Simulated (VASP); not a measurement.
# TiW2C3 (P-3m1) in VASP: further runs

The runs below take TiW2C3 through single point, relaxation of cell and atoms, with PBE.

Program: VASP 6.6.1. These are calculated values, not measurements. Logs are shortened: lines on timing, memory, paths and dates and some standing lists are left out, and cuts for length are marked.

## (1) The cell of the first run

The structure is trigonal, space group P-3m1 (No. 164). The conventional cell has a = 3.067 Å, b = 3.067 Å, c = 7.622 Å, α = 90.00°, β = 90.00°, γ = 120.00°. Within 2.9 Å of Ti (site symmetry -3m) lie 6 C at 2.17 Å. Within 2.9 Å of W (site symmetry 3m) lie 6 C at 2.17 to 2.20 Å. C (site symmetry 3m) has 3 W at 2.17 Å and 3 Ti at 2.17 Å within 2.9 Å. C (site symmetry -3m) has 6 W at 2.20 Å within 2.9 Å.

## (2) Single point, PBE

INCAR

```
  PREC = Accurate
  ENCUT = 520
  EDIFF = 1E-6
  ISMEAR = 0
  SIGMA = 0.1
  LREAL = False
  LASPH = True
  NELM = 60
  ALGO = Normal
  ISIF = 2
  LWAVE = False
  LCHARG = False
  GGA = PE
  NBANDS = 35
```

KPOINTS

```
Automatic mesh
0
Gamma
  12 12 6
```

POSCAR

```
TiW2C3
1.0
    3.0674086092      0.0000000000      0.0000000000
   -1.5337043046      2.6564537794      0.0000000000
    0.0000000000      0.0000000000      7.6217446313
Ti W C
1 2 3
Direct
    0.0000000000      0.0000000000      0.0000000000
    0.3333333333      0.6666666667      0.3292374636
    0.6666666667      0.3333333333      0.6707625364
    0.3333333333      0.6666666667      0.8349635603
    0.6666666667      0.3333333333      0.1650364397
    0.0000000000      0.0000000000      0.5000000000
```

Potentials or basis: VASP PAW PBE potentials, release 64 (Ti_sv, W_sv, C).

Launch:

```console
> cat potpaw_PBE.64/Ti_sv/POTCAR potpaw_PBE.64/W_sv/POTCAR potpaw_PBE.64/C/POTCAR > POTCAR
> mpirun -np 1 vasp_std > vasp.out
```

OUTCAR:

```text
PREC = Accurate
   ENCUT = 520
   EDIFF = 1E-6
   ISMEAR = 0
   LREAL = False
   LASPH = True
   NELM = 60
   ISIF = 2
   GGA = PE

 ion  position               nearest neighbor table
   1  0.000  0.000  0.000-   4 2.17   5 2.17   5 2.17   4 2.17   5 2.17   4 2.17   2 3.07   3 3.07
                             2 3.07   3 3.07   3 3.07   2 3.07
   2  0.333  0.667  0.329-   5 2.17   5 2.17   5 2.17   6 2.20   6 2.20   6 2.20   1 3.07   1 3.07
                             1 3.07   3 3.15   3 3.15   3 3.15
   3  0.667  0.333  0.671-   4 2.17   4 2.17   4 2.17   6 2.20   6 2.20   6 2.20   1 3.07   1 3.07
                             1 3.07   2 3.15   2 3.15   2 3.15
   4  0.333  0.667  0.835-   3 2.17   3 2.17   3 2.17   1 2.17   1 2.17   1 2.17
   5  0.667  0.333  0.165-   2 2.17   2 2.17   2 2.17   1 2.17   1 2.17   1 2.17
   6  0.000  0.000  0.500-   2 2.20   3 2.20   3 2.20   2 2.20   3 2.20   2 2.20

  LATTYP: Found a hexagonal cell.
 ALAT       =     3.0674086092
 C/A-ratio  =     2.4847503552

  Lattice vectors:

 A1 = (   3.0674086092,   0.0000000000,   0.0000000000)
 A2 = (  -1.5337043046,   2.6564537794,   0.0000000000)
 A3 = (   0.0000000000,   0.0000000000,   7.6217446313)

Analysis of symmetry for initial positions (statically):
=====================================================================
 Subroutine PRICEL returns:
 Original cell was already a primitive cell.

 Routine SETGRP: Setting up the symmetry group for a
 hexagonal supercell.

 Subroutine GETGRP returns: Found 12 space group operations
 (whereof 12 operations were pure point group operations)
 out of a pool of 24 trial point group operations.

The static configuration has the point symmetry D_3d.

Analysis of symmetry for dynamics (positions and initial velocities):
=====================================================================
 Subroutine PRICEL returns:
 Original cell was already a primitive cell.

 Routine SETGRP: Setting up the symmetry group for a
 hexagonal supercell.

 Subroutine GETGRP returns: Found 12 space group operations
 (whereof 12 operations were pure point group operations)
 out of a pool of 24 trial point group operations.

The dynamic configuration has the point symmetry D_3d.

 Subroutine INISYM returns: Found 12 space group operations
 (whereof 12 operations are pure point group operations),
 and found     1 'primitive' translations

----------------------------------------------------------------------------------------

                                     Primitive cell

  volume of cell :      62.1052

  direct lattice vectors                    reciprocal lattice vectors
     3.067408609  0.000000000  0.000000000     0.326008083  0.188220854  0.000000000
    -1.533704305  2.656453779  0.000000000     0.000000000  0.376441709  0.000000000
     0.000000000  0.000000000  7.621744631     0.000000000  0.000000000  0.131203556

  length of vectors
     3.067408609  3.067408609  7.621744631     0.376441709  0.376441709  0.131203556

  position of ions in fractional coordinates (direct lattice)
     0.000000000  0.000000000  0.000000000
     0.333333333  0.666666667  0.329237464
     0.666666667  0.333333333  0.670762536
     0.333333333  0.666666667  0.834963560
     0.666666667  0.333333333  0.165036440
     0.000000000  0.000000000  0.500000000

  ion indices of the primitive-cell ions
   primitive index   ion index
                 1           1
                 2           2
                 3           3
                 4           4
                 5           5
                 6           6

----------------------------------------------------------------------------------------

 KPOINTS: Automatic mesh

Automatic generation of k-mesh.
 Grid dimensions read from file:
 generate k-points for:   12   12    6

 Generating k-lattice:

  Cartesian coordinates                     Fractional coordinates (reciprocal lattice)
     0.027167340  0.015685071  0.000000000     0.083333333  0.000000000  0.000000000
     0.000000000  0.031370142  0.000000000     0.000000000  0.083333333  0.000000000
     0.000000000  0.000000000  0.021867259     0.000000000  0.000000000  0.166666667

  Length of vectors
     0.031370142  0.031370142  0.021867259

  Shift w.r.t. Gamma in fractional coordinates (k-lattice)
     0.000000000  0.000000000  0.000000000

 Subroutine IBZKPT returns following result:
 ===========================================

 Found    100 irreducible k-points:

 Following reciprocal coordinates:
            Coordinates               Weight
  0.000000  0.000000  0.000000      1.000000
  0.083333  0.000000  0.000000      6.000000
  0.166667  0.000000  0.000000      6.000000
  0.250000  0.000000  0.000000      6.000000
  0.333333  0.000000  0.000000      6.000000
  0.416667  0.000000  0.000000      6.000000
[... 16 lines left out ...]
  0.166667  0.000000  0.166667      6.000000
  0.000000  0.166667  0.166667      6.000000
 [... further k-points ...]
   k-points           NKPTS =    100   k-points in BZ     NKDIM =    100   number of bands    NBANDS=     35
   number of dos      NEDOS =    301   number of ions     NIONS =      6
   total plane-waves  NPLWV =  34560
   dimension x,y,z NGX =    24 NGY =   24 NGZ =   60
   dimension x,y,z NGXF=    48 NGYF=   48 NGZF=  120
   ions per type =               1   2   3
   NGX,Y,Z   is equivalent  to a cutoff of  13.01, 13.01, 13.09 a.u.
   NGXF,Y,Z  is equivalent  to a cutoff of  26.01, 26.01, 26.17 a.u.
 SYSTEM =  unknown system
   PREC   = accura    normal or accurate (medium, high low for compatibility)
   ISTART =      0    job   : 0-new  1-cont  2-samecut
   ICHARG =      2    charge: 1-file 2-atom 10-const
   ISPIN  =      1    spin polarized calculation?
   LNONCOLLINEAR =      F non collinear calculations
   LSORBIT =      F    spin-orbit coupling
   LASPH  =      T    aspherical Exc in radial PAW
   ENCUT  =  520.0 eV  38.22 Ry    6.18 a.u.   5.70  5.70 14.17*2*pi/ulx,y,z
   NELM   =     60;   NELMIN=  2; NELMDL= -5     # of ELM steps
   EDIFF  = 0.1E-05   stopping-criterion for ELM
   LREAL  =      F    real-space projection
   EDIFFG = 0.1E-04   stopping-criterion for IOM
   NSW    =      0    number of steps for IOM
   IBRION =     -1    ionic relax: 0-MD 1-quasi-New 2-CG
   NFREE  =      0    steps in history (QN), initial steepest desc. (CG)
   ISIF   =      2    stress and relaxation
   ISYM   =      2    0-nonsym 1-usesym 2-fastsym
   POTIM  = 0.5000    time-step for ionic-motion
   TEBEG  =    0.0;   TEEND  =   0.0 temperature during run
   PSTRESS=    0.0 pullay stress
   NELECT =      52.0000    total number of electrons
   NUPDOWN=      -1.0000    fix difference up-down
   EMIN   =  10.00;   EMAX   =-10.00  energy-range for DOS
   EFERMI =   0.00;   METHOD = LEGACY
   ISMEAR =     0;   SIGMA  =   0.10  broadening in eV -4-tet -1-fermi 0-gaus
   EFERMI_NEDOS =   21; number of points for ismear=-14 and -15
   IALGO  =     38    algorithm
   IMIX   =      4    mixing-type and parameters
     AMIX     =   0.40;   BMIX     =  1.00
     AMIX_MAG =   1.60;   BMIX_MAG =  1.00
  volume/ion in A,a.u.               =      10.35        69.85
  Fermi-wavevector in a.u.,A,eV,Ry     =   1.543002  2.915851 32.393505  2.380855
  Thomas-Fermi vector in A             =   2.648727
   LORBIT       =      0    0 simple, 1 ext, 2 COOP (PROOUT), +10 PAW based schemes
   GGA     = PE    functional components
   LHFCALC =     F    Hartree Fock is set to
   AEXX    =    0.0000 exact exchange contribution
   IVDW    =     0    specifies the selected vdW correction
   LEPSILON=     F    determine dielectric tensor
   LRPA    =     F    only Hartree local field effects (RPA)
 non-spin polarized calculation
 Gauss-broadening in eV      SIGMA  =   0.10
  energy-cutoff  :      520.00
  volume of cell :       62.11
 maximum number of plane-waves:      1692
 NGX is ok and might be reduce to    24
   NGX = 11   NGY = 11   NGZ = 29

 number of electron      51.9999999 magnetization

 Free energy of the ion-electron system (eV)
  ---------------------------------------------------
  ext. energy  EPLUGINS =         0.00000000
  ---------------------------------------------------
  free energy    TOTEN  =       -62.43996509 eV

  energy without entropy =      -62.42572798  energy(sigma->0) =      -62.43284653

 E-fermi :  11.6342     XC(G=0): -13.4198

 val. band max:       11.6229347555   @ k =   0.0833   0.0000   0.0000
 cond. band min:      11.6386400149   @ k =   0.2500   0.2500   0.1667
 fundamental gap:      0.0157052593
 Fermi energy:        11.6341754679

 k-point     1 :       0.0000    0.0000    0.0000
  band No.  band energies     occupation
      1     -63.5806      2.00000
      2     -63.5656      2.00000
      3     -45.7408      2.00000
      4     -27.9681      2.00000
      5     -27.7087      2.00000
      6     -27.6266      2.00000
[... 27 lines left out ...]
     34      13.2441      0.00000
     35      13.2877      0.00000

 k-point     2 :       0.0833    0.0000    0.0000
  band No.  band energies     occupation
      1     -63.5785      2.00000
      2     -63.5639      2.00000
      3     -45.7376      2.00000
      4     -27.9596      2.00000
      5     -27.7140      2.00000
      6     -27.6542      2.00000
[... 27 lines left out ...]
     34      13.6070      0.00000
     35      13.7413      0.00000

 k-point     3 :       0.1667    0.0000    0.0000
  band No.  band energies     occupation
      1     -63.5726      2.00000
      2     -63.5593      2.00000
      3     -45.7289      2.00000
      4     -27.9377      2.00000
      5     -27.7732      2.00000
      6     -27.7215      2.00000
[... 27 lines left out ...]
     34      14.0872      0.00000
     35      15.0650      0.00000
[... 723 lines left out ...]
 k-point    23 :       0.1667    0.0000    0.1667
  band No.  band energies     occupation
      1     -63.5726      2.00000
      2     -63.5593      2.00000
      3     -45.7289      2.00000
      4     -27.9385      2.00000
      5     -27.7731      2.00000
      6     -27.7212      2.00000
[... 27 lines left out ...]
     34      14.2134      0.00000
     35      14.9516      0.00000

 k-point    24 :       0.0000    0.1667    0.1667
  band No.  band energies     occupation
      1     -63.5726      2.00000
      2     -63.5593      2.00000
      3     -45.7289      2.00000
      4     -27.9382      2.00000
      5     -27.7723      2.00000
      6     -27.7220      2.00000
[... 27 lines left out ...]
     34      14.7428      0.00000
     35      14.9217      0.00000

 [... further k-points ...]

------------------------ aborting loop because EDIFF is reached ----------------------------------------

  FORCE on cell =-STRESS in cart. coord.  units (eV):
  Direction    XX          YY          ZZ          XY          YZ          ZX
  --------------------------------------------------------------------------------------
  -------------------------------------------------------------------------------------
  Total        0.2819275      0.2819275      0.2303794      0.0000000      0.0000000      0.0000000
  in kB        7.2731031      7.2731031      5.9432759      0.0000000      0.0000000      0.0000000
  external PRESSURE =       6.8298273 kB  Pullay stress =       0.0000000 kB

 VOLUME and BASIS-vectors are now :
 -----------------------------------------------------------------------------
  energy-cutoff  :      520.00
  volume of cell :       62.11
      direct lattice vectors                 reciprocal lattice vectors
     3.067408609  0.000000000  0.000000000     0.326008083  0.188220854  0.000000000
    -1.533704305  2.656453779  0.000000000     0.000000000  0.376441709  0.000000000
     0.000000000  0.000000000  7.621744631     0.000000000  0.000000000  0.131203556

 POSITION                                       TOTAL-FORCE (eV/Angst)
 -----------------------------------------------------------------------------------
      0.00000      0.00000      0.00000         0.000000      0.000000     -0.000000
     -0.00000      1.77097      2.50936         0.000000      0.000000     -0.006462
      1.53370      0.88548      5.11238        -0.000000      0.000000      0.006462
     -0.00000      1.77097      6.36388         0.000000     -0.000000      0.017919
      1.53370      0.88548      1.25787         0.000000      0.000000     -0.017919
      0.00000      0.00000      3.81087         0.000000      0.000000     -0.000000
 -----------------------------------------------------------------------------------
    total drift:                               -0.000000      0.000000      0.000000

  FREE ENERGIE OF THE ION-ELECTRON SYSTEM (eV)
  ---------------------------------------------------
  free  energy   TOTEN  =       -62.4399650882 eV

  energy  without entropy=      -62.4257279785  energy(sigma->0) =      -62.43284653
```

Run time: 82 s. Hardware: 1 thread of Intel Xeon 6975P-C (Granite Rapids), shared host; peak memory 0.32 GiB.

What came out:

| Property | Result |
| --- | --- |
| Free energy | -62.4400 eV |
| Pressure | 0.7 GPa |
| Largest force | 0.018 eV/Å |
| Band gap on the k mesh | zero (band 26 reaches 12.33 eV, above the bottom of band 27 at 10.81 eV) |

Forces in eV/Å, atoms in the order of the input:
```
Ti   0.000  0.000  0.000
W    0.000  0.000 -0.006
W    0.000  0.000  0.006
C    0.000  0.000  0.018
C    0.000  0.000 -0.018
C    0.000  0.000  0.000
```

Caveat: spin-orbit coupling is left out, which moves the levels of the heavy elements.

## (3) Relaxation of cell and atoms, PBE

INCAR

```
SYSTEM = TiW2C3
ALGO = Normal
EDIFF = 1E-6
EDIFFG = -0.01
ENCUT = 600
GGA = PE
IBRION = 2
ISIF = 3
ISMEAR = 0
LASPH = .TRUE.
LCHARG = .FALSE.
LREAL = .FALSE.
LWAVE = .FALSE.
NELM = 60
NSW = 100
PREC = Accurate
SIGMA = 0.1
```

KPOINTS

```
k-points
0
G
  12 12 6
  0 0 0
```

POSCAR

```
TiW2C3
1.0
    3.0542544751      0.0000000000      0.0000000000
   -1.5271272375      2.6450619650      0.0000000000
    0.0000000000      0.0000000000      7.6875090845
Ti W C
1 2 3
Direct
    0.0000000000      0.0000000000      0.0000000000
    0.3333333333      0.6666666667      0.3272247803
    0.6666666667      0.3333333333      0.6727752197
    0.3333333333      0.6666666667      0.8359589286
    0.6666666667      0.3333333333      0.1640410714
    0.0000000000      0.0000000000      0.5000000000
```

Potentials or basis: VASP PAW PBE potentials, release 64 (Ti_sv, W_sv, C).

Launch:

```console
> cat potpaw_PBE.64/Ti_sv/POTCAR potpaw_PBE.64/W_sv/POTCAR potpaw_PBE.64/C/POTCAR > POTCAR
> mpirun -np 1 vasp_std > vasp.out
```

Run time: 7.9 min. Hardware: 1 thread of Intel Xeon 6975P-C (Granite Rapids), shared host; peak memory 0.36 GiB.

Results (log left out):

- Free energy: -62.4430 eV
- Relaxed volume: 10.37 Å³/atom
- Relaxed cell: a = 3.070 Å, b = 3.070 Å, c = 7.625 Å, α = 90.00°, β = 90.00°, γ = 120.00°
- Space group after relaxing (to 0.05 Å): P-3m1 (No. 164)
- Energy gained by relaxing: 1.4 meV/atom
- Ionic steps: 11
- Pressure after relaxing: 0.0 GPa
- Band gap on the k mesh: zero (band 26 reaches 12.30 eV, above the bottom of band 27 at 10.79 eV)

Step by step:
| step | energy change (eV) | largest force (eV/Å) | pressure (GPa) | volume (Å³) |
| --- | --- | --- | --- | --- |
| 1 | 0.0000 | 0.2062 | 0.54 | 62.11 |
| 2 | -0.0062 | 0.1202 | -1.21 | 62.42 |
| 3 | -0.0062 | 0.1161 | -1.18 | 62.41 |
| 4 | -0.0061 | 0.0377 | 1.69 | 61.89 |
| 5 | -0.0079 | 0.0774 | 0.23 | 62.15 |
| 6 | -0.0083 | 0.0143 | 0.06 | 62.21 |
| 7 | -0.0083 | 0.0131 | 0.00 | 62.22 |
| 8 | -0.0083 | 0.0133 | -0.04 | 62.22 |
| 9 | -0.0083 | 0.0125 | -0.03 | 62.21 |
| 10 | -0.0083 | 0.0134 | 0.00 | 62.22 |
| 11 | -0.0083 | 0.0017 | -0.01 | 62.22 |

Final structure:
```xyz
6
Lattice="3.0696 0.0000 0.0000 -1.5348 2.6583 0.0000 0.0000 0.0000 7.6246" Properties=species:S:1:pos:R:3 pbc="T T T"
Ti    0.0000    0.0000    0.0000
W     0.0000    1.7722    2.5098
W     1.5348    0.8861    5.1148
C     0.0000    1.7722    6.3669
C     1.5348    0.8861    1.2578
C     0.0000    0.0000    3.8123
```

Levels at points of the mesh, in eV from the Fermi level:
```
           k point  band 22  band 23  band 24  band 25  band 26  band 27  band 28  band 29  band 30  band 31
(0.00, 0.00, 0.00)    -1.76    -1.76    -1.66    -0.53    -0.31    -0.31     0.03     0.03     0.19     0.19
(0.50, 0.00, 0.00)    -4.32    -4.00    -1.98    -1.75    -0.09     0.76     1.45     1.71     1.99     2.59
(0.00, 0.00, 0.50)    -3.22    -2.38    -2.38    -1.31    -1.31    -0.53    -0.53     0.26     0.65     1.68
(0.50, 0.00, 0.50)    -4.05    -3.44    -2.85    -1.65    -1.39     1.63     1.64     2.14     2.39     2.75
```

Caveat: spin-orbit coupling is left out, which moves the levels of the heavy elements.
